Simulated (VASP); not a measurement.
Here is a VASP 6.6.1 calculation.

Contents of INCAR:

```
  ALGO = Normal
  EDIFF = 1E-6
  ENCUT = 520
  GGA = PE
  ISIF = 2
  ISMEAR = -1
  LASPH = T
  LCHARG = T
  LELF = T
  LREAL = F
  LVHAR = T
  LWAVE = F
  NBANDS = 15
  NELM = 80
  PREC = Accurate
  SIGMA = 0.02
```

Contents of KPOINTS:

```
k-points
0
Gamma
  8 8 8
```

POSCAR

```
KF
1.0
    2.9916352555      0.0000000000      0.0000000000
    0.0000000000      3.1788707423      0.0000000000
    0.0000000000      0.0000000000      3.1788707423
K F
1 1
Direct
    0.0000000000      0.0000000000      0.0000000000
    0.5000000000      0.5000000000      0.5000000000
```

Potentials or basis: VASP PAW PBE potentials, release 64 (K_sv, F).

Command:

```bash
$ cat potpaw_PBE.64/K_sv/POTCAR potpaw_PBE.64/F/POTCAR > POTCAR
$ mpirun -np 1 vasp_std > vasp.out
```

(1) Estimate the pressure.

(2) Predict the band gap on the k mesh.

## Answers

(1) 6.4 GPa.

(2) 7.09 eV, indirect (least direct gap 7.12 eV).

Caveat: the cell differs from its parent crystal (uniaxial x strain -5.9%).
